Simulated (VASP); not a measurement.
# Cs (I4/mmm) in VASP: further runs

The runs below take Cs through single point, with PBEsol.

All numbers are computed with VASP 6.6.1; they aren't measurements. Logs are shortened: lines on timing, memory, paths and dates and some standing lists are left out, and cuts for length are marked.

## 1. The cell of the first run

The structure is tetragonal, space group I4/mmm (No. 139). Conventional cell: a = 5.360 Å, b = 5.360 Å, c = 7.897 Å, α = 90.00°, β = 90.00°, γ = 90.00°.

## 2. Single point, PBEsol (strain -0.040 along x and y, +0.000 along z)

The input, INCAR:

```
  PREC = Accurate
  ENCUT = 520
  EDIFF = 1E-7
  ISMEAR = 0
  SIGMA = 0.15
  LREAL = False
  LASPH = True
  NELM = 100
  ALGO = Normal
  ISIF = 2
  LWAVE = False
  LCHARG = False
  GGA = PS
  NBANDS = 10
```

The input, KPOINTS:

```
Automatic mesh
0
Gamma
  10 10 10
```

The input, POSCAR:

```
Cs
1.0
    0.0000000000      3.7904023104      3.9483357400
    3.7904023104      0.0000000000      3.9483357400
    3.7904023104      3.7904023104      0.0000000000
Cs
1
Direct
    0.0000000000      0.0000000000      0.0000000000
```

Potentials or basis: VASP PAW PBE potentials, release 64 (Cs_sv).

On the command line:

```console
$ cat potpaw_PBE.64/Cs_sv/POTCAR > POTCAR
$ mpirun -np 1 vasp_std > vasp.out
```

OUTCAR:

```text
PREC = Accurate
   ENCUT = 520
   EDIFF = 1E-7
   ISMEAR = 0
   LREAL = False
   LASPH = True
   NELM = 100
   ISIF = 2
   GGA = PS

 ion  position               nearest neighbor table
   1  0.000  0.000  0.000-

  LATTYP: Found a body centered tetragonal cell.
 ALAT       =     5.3604383542
 C/A-ratio  =     1.4731391275

  Lattice vectors:

 A1 = (  -3.7904023104,   0.0000000000,   3.9483357400)
 A2 = (   3.7904023104,   0.0000000000,   3.9483357400)
 A3 = (   0.0000000000,   3.7904023104,  -3.9483357400)

Analysis of symmetry for initial positions (statically):
=====================================================================
 Subroutine PRICEL returns:
 Original cell was already a primitive cell.

 Routine SETGRP: Setting up the symmetry group for a
 body centered tetragonal supercell.

 Subroutine GETGRP returns: Found 16 space group operations
 (whereof 16 operations were pure point group operations)
 out of a pool of 16 trial point group operations.

The static configuration has the point symmetry D_4h.

Analysis of symmetry for dynamics (positions and initial velocities):
=====================================================================
 Subroutine PRICEL returns:
 Original cell was already a primitive cell.

 Routine SETGRP: Setting up the symmetry group for a
 body centered tetragonal supercell.

 Subroutine GETGRP returns: Found 16 space group operations
 (whereof 16 operations were pure point group operations)
 out of a pool of 16 trial point group operations.

The dynamic configuration has the point symmetry D_4h.

 Subroutine INISYM returns: Found 16 space group operations
 (whereof 16 operations are pure point group operations),
 and found     1 'primitive' translations

----------------------------------------------------------------------------------------

                                     Primitive cell

  volume of cell :     113.4527

  direct lattice vectors                    reciprocal lattice vectors
     0.000000000  3.790402310  3.948335740    -0.131912119  0.131912119  0.126635634
     3.790402310  0.000000000  3.948335740     0.131912119 -0.131912119  0.126635634
     3.790402310  3.790402310  0.000000000     0.131912119  0.131912119 -0.126635634

  length of vectors
     5.473253584  5.473253584  5.360438354     0.225473276  0.225473276  0.225473276

  position of ions in fractional coordinates (direct lattice)
     0.000000000  0.000000000  0.000000000

  ion indices of the primitive-cell ions
   primitive index   ion index
                 1           1

----------------------------------------------------------------------------------------

 KPOINTS: Automatic mesh

Automatic generation of k-mesh.
 Grid dimensions read from file:
 generate k-points for:   10   10   10

 Generating k-lattice:

  Cartesian coordinates                     Fractional coordinates (reciprocal lattice)
    -0.013191212  0.013191212  0.012663563     0.100000000  0.000000000  0.000000000
     0.013191212 -0.013191212  0.012663563     0.000000000  0.100000000  0.000000000
     0.013191212  0.013191212 -0.012663563    -0.000000000 -0.000000000  0.100000000

  Length of vectors
     0.022547328  0.022547328  0.022547328

  Shift w.r.t. Gamma in fractional coordinates (k-lattice)
     0.000000000  0.000000000  0.000000000

 Subroutine IBZKPT returns following result:
 ===========================================

 Found    102 irreducible k-points:

 Following reciprocal coordinates:
            Coordinates               Weight
  0.000000  0.000000  0.000000      1.000000
  0.100000  0.000000  0.000000      8.000000
  0.200000  0.000000  0.000000      8.000000
  0.300000  0.000000  0.000000      8.000000
  0.400000  0.000000  0.000000      8.000000
  0.500000  0.000000  0.000000      4.000000
[... 16 lines left out ...]
  0.300000  0.300000  0.000000      2.000000
  0.400000  0.300000  0.000000      8.000000
 [... further k-points ...]
   k-points           NKPTS =    102   k-points in BZ     NKDIM =    102   number of bands    NBANDS=     10
   number of dos      NEDOS =    301   number of ions     NIONS =      1
   total plane-waves  NPLWV =  70560
   dimension x,y,z NGX =    42 NGY =   42 NGZ =   40
   dimension x,y,z NGXF=    84 NGYF=   84 NGZF=   80
   ions per type =               1
   NGX,Y,Z   is equivalent  to a cutoff of  12.76, 12.76, 12.41 a.u.
   NGXF,Y,Z  is equivalent  to a cutoff of  25.51, 25.51, 24.81 a.u.
 SYSTEM =  unknown system
   PREC   = accura    normal or accurate (medium, high low for compatibility)
   ISTART =      0    job   : 0-new  1-cont  2-samecut
   ICHARG =      2    charge: 1-file 2-atom 10-const
   ISPIN  =      1    spin polarized calculation?
   LNONCOLLINEAR =      F non collinear calculations
   LSORBIT =      F    spin-orbit coupling
   LASPH  =      T    aspherical Exc in radial PAW
   ENCUT  =  520.0 eV  38.22 Ry    6.18 a.u.  10.18 10.18  9.97*2*pi/ulx,y,z
   NELM   =    100;   NELMIN=  2; NELMDL= -5     # of ELM steps
   EDIFF  = 0.1E-06   stopping-criterion for ELM
   LREAL  =      F    real-space projection
   EDIFFG = 0.1E-05   stopping-criterion for IOM
   NSW    =      0    number of steps for IOM
   IBRION =     -1    ionic relax: 0-MD 1-quasi-New 2-CG
   NFREE  =      0    steps in history (QN), initial steepest desc. (CG)
   ISIF   =      2    stress and relaxation
   ISYM   =      2    0-nonsym 1-usesym 2-fastsym
   POTIM  = 0.5000    time-step for ionic-motion
   TEBEG  =    0.0;   TEEND  =   0.0 temperature during run
   PSTRESS=    0.0 pullay stress
   NELECT =       9.0000    total number of electrons
   NUPDOWN=      -1.0000    fix difference up-down
   EMIN   =  10.00;   EMAX   =-10.00  energy-range for DOS
   EFERMI =   0.00;   METHOD = LEGACY
   ISMEAR =     0;   SIGMA  =   0.15  broadening in eV -4-tet -1-fermi 0-gaus
   EFERMI_NEDOS =   21; number of points for ismear=-14 and -15
   IALGO  =     38    algorithm
   IMIX   =      4    mixing-type and parameters
     AMIX     =   0.40;   BMIX     =  1.00
     AMIX_MAG =   1.60;   BMIX_MAG =  1.00
  volume/ion in A,a.u.               =     113.45       765.62
  Fermi-wavevector in a.u.,A,eV,Ry     =   0.703424  1.329279  6.732243  0.494806
  Thomas-Fermi vector in A             =   1.788392
   LORBIT       =      0    0 simple, 1 ext, 2 COOP (PROOUT), +10 PAW based schemes
   GGA     = PS    functional components
   LHFCALC =     F    Hartree Fock is set to
   AEXX    =    0.0000 exact exchange contribution
   IVDW    =     0    specifies the selected vdW correction
   LEPSILON=     F    determine dielectric tensor
   LRPA    =     F    only Hartree local field effects (RPA)
 non-spin polarized calculation
 Gauss-broadening in eV      SIGMA  =   0.15
  energy-cutoff  :      520.00
  volume of cell :      113.45
 maximum number of plane-waves:      3076
 NGX is ok and might be reduce to    42
   NGX = 21   NGY = 21   NGZ = 19

 number of electron       8.9999999 magnetization

 Free energy of the ion-electron system (eV)
  ---------------------------------------------------
  ext. energy  EPLUGINS =         0.00000000
  ---------------------------------------------------
  free energy    TOTEN  =        -0.94784964 eV

  energy without entropy =       -0.93254657  energy(sigma->0) =       -0.94019810

 E-fermi :   0.3951     XC(G=0):  -5.5112

 val. band max:        0.3684611769   @ k =   0.5000   0.0000   0.0000
 cond. band min:       0.4134106817   @ k =   0.5000   0.1000   0.0000
 fundamental gap:      0.0449495048
 Fermi energy:         0.3951488376

 k-point     1 :       0.0000    0.0000    0.0000
  band No.  band energies     occupation
      1     -23.4270      2.00000
      2     -10.1471      2.00000
      3     -10.1453      2.00000
      4     -10.1453      2.00000
      5      -1.2917      2.00000
      6       2.7828      0.00000
      7       2.9212      0.00000
      8       2.9212      0.00000
      9       3.8362      0.00000
     10       4.1104      0.00000

 k-point     2 :       0.1000    0.0000    0.0000
  band No.  band energies     occupation
      1     -23.4264      2.00000
      2     -10.1601      2.00000
      3     -10.1488      2.00000
      4     -10.1468      2.00000
      5      -1.1856      2.00000
      6       2.6610      0.00000
      7       2.8842      0.00000
      8       2.9734      0.00000
      9       3.7589      0.00000
     10       4.0020      0.00000

 k-point     3 :       0.2000    0.0000    0.0000
  band No.  band energies     occupation
      1     -23.4247      2.00000
      2     -10.1968      2.00000
      3     -10.1547      2.00000
      4     -10.1507      2.00000
      5      -0.8826      2.00000
      6       2.2571      0.00000
      7       2.9117      0.00000
      8       3.0545      0.00000
      9       3.7325      0.00000
     10       3.8816      0.00000

 k-point     4 :       0.3000    0.0000    0.0000
  band No.  band energies     occupation
      1     -23.4227      2.00000
      2     -10.2413      2.00000
      3     -10.1620      2.00000
      4     -10.1554      2.00000
      5      -0.4310      2.00000
      6       1.8240      0.00000
      7       2.8100      0.00000
      8       2.9942      0.00000
      9       4.0218      0.00000
     10       4.0681      0.00000
[... 222 lines left out ...]
 k-point    22 :      -0.2000    0.2000    0.0000
  band No.  band energies     occupation
      1     -23.4219      2.00000
      2     -10.2409      2.00000
      3     -10.1849      2.00000
      4     -10.1544      2.00000
      5      -0.2426      2.00000
      6       1.8531      0.00000
      7       2.3568      0.00000
      8       3.2656      0.00000
      9       3.5247      0.00000
     10       4.5854      0.00000

 k-point    23 :       0.3000    0.3000    0.0000
  band No.  band energies     occupation
      1     -23.4219      2.00000
      2     -10.2355      2.00000
      3     -10.1753      2.00000
      4     -10.1753      2.00000
      5      -0.2192      2.00000
      6       1.8078      0.00000
      7       2.2030      0.00000
      8       3.5765      0.00000
      9       3.5765      0.00000
     10       4.5391      0.00000

 k-point    24 :       0.4000    0.3000    0.0000
  band No.  band energies     occupation
      1     -23.4207      2.00000
      2     -10.2534      2.00000
      3     -10.1865      2.00000
      4     -10.1803      2.00000
      5       0.1414      1.98324
      6       1.6678      0.00000
      7       1.9603      0.00000
      8       3.6751      0.00000
      9       3.8535      0.00000
     10       4.7404      0.00000

 [... further k-points ...]
[... 5 lines left out ...]
  --------------------------------------------------------------------------------------
  -------------------------------------------------------------------------------------
  Total       -0.0505088     -0.0505088     -0.0658633      0.0000000      0.0000000      0.0000000
  in kB       -0.7132844     -0.7132844     -0.9301203      0.0000000      0.0000000      0.0000000
  external PRESSURE =      -0.7855630 kB  Pullay stress =       0.0000000 kB

 VOLUME and BASIS-vectors are now :
 -----------------------------------------------------------------------------
  energy-cutoff  :      520.00
  volume of cell :      113.45
      direct lattice vectors                 reciprocal lattice vectors
     0.000000000  3.790402310  3.948335740    -0.131912119  0.131912119  0.126635634
     3.790402310  0.000000000  3.948335740     0.131912119 -0.131912119  0.126635634
     3.790402310  3.790402310  0.000000000     0.131912119  0.131912119 -0.126635634

 POSITION                                       TOTAL-FORCE (eV/Angst)
 -----------------------------------------------------------------------------------
      0.00000      0.00000      0.00000         0.000000      0.000000      0.000000
 -----------------------------------------------------------------------------------
    total drift:                               -0.000000     -0.000000     -0.000000

  FREE ENERGIE OF THE ION-ELECTRON SYSTEM (eV)
  ---------------------------------------------------
  free  energy   TOTEN  =        -0.9478496405 eV

  energy  without entropy=       -0.9325465653  energy(sigma->0) =       -0.94019810
```

Run time: 2.6 min. Hardware: 1 thread of AMD EPYC 7R13, shared host; peak memory 0.27 GiB.

Results:

| Item | Value |
| --- | --- |
| Free energy | -0.9478 eV |
| Pressure | -0.1 GPa |
| Band gap on the k mesh | zero (an odd number of electrons rules out a gap without spin polarisation) |

Caveat: the cell differs from its parent crystal (strain -0.040 along x and y, +0.000 along z); the PAW data sets were made with another functional, which shifts forces and pressure a little; spin-orbit coupling is left out, which moves the levels of the heavy elements.

## 3. Single point, PBEsol (strain +0.000 along x and y, +0.040 along z)

The input, INCAR:

```
SYSTEM = Cs
ALGO     = Fast           ! electronic algorithm
EDIFF    = 1E-6           ! SCF threshold, eV
ENCUT    = 520            ! plane-wave cutoff, eV
GGA      = PS             ! functional
ISIF     = 2              ! what is computed and relaxed
ISMEAR   = 0              ! smearing method
LASPH    = .TRUE.         ! aspherical terms in the spheres
LCHARG   = .FALSE.        ! write CHGCAR
LREAL    = .FALSE.        ! projectors in reciprocal space
LWAVE    = .FALSE.        ! write WAVECAR
NBANDS   = 10             ! bands
NELM     = 60             ! most SCF steps
PREC     = Accurate       ! precision mode
SIGMA    = 0.15           ! smearing width, eV
```

The input, KPOINTS:

```
k-points
0
G
  10 10 10
  0 0 0
```

The input, POSCAR:

```
Cs
1.0
    0.0000000000      3.9483357400      4.1062691696
    3.9483357400      0.0000000000      4.1062691696
    3.9483357400      3.9483357400      0.0000000000
Cs
1
Direct
    0.0000000000      0.0000000000      0.0000000000
```

Potentials or basis: VASP PAW PBE potentials, release 64 (Cs_sv).

On the command line:

```console
$ cat potpaw_PBE.64/Cs_sv/POTCAR > POTCAR
$ mpirun -np 1 vasp_std > vasp.out
```

It took 4 min on 1 thread of AMD EPYC 7R13, shared host; peak memory 0.29 GiB.

It converged, with:

- Free energy: -0.9325 eV
- Pressure: -0.3 GPa
- Band gap on the k mesh: zero (an odd number of electrons rules out a gap without spin polarisation)

Levels at points of the mesh, in eV from the Fermi level:
| k point | band 3 | band 4 | band 5 | band 6 | band 7 | band 8 |
| --- | --- | --- | --- | --- | --- | --- |
| (0.00, 0.00, 0.00) | -10.63 | -10.63 | -1.56 | 2.33 | 2.45 | 2.45 |
| (0.50, 0.00, 0.00) | -10.65 | -10.64 | 0.01 | 0.69 | 2.20 | 2.36 |
| (0.50, 0.50, 0.00) | -10.66 | -10.66 | 0.30 | 1.16 | 1.16 | 3.84 |
| (0.50, 0.00, 0.50) | -10.68 | -10.67 | 0.38 | 1.09 | 1.35 | 3.62 |

Caveat: the cell differs from its parent crystal (strain +0.000 along x and y, +0.040 along z); the PAW data sets were made with another functional, which shifts forces and pressure a little; spin-orbit coupling is left out, which moves the levels of the heavy elements.
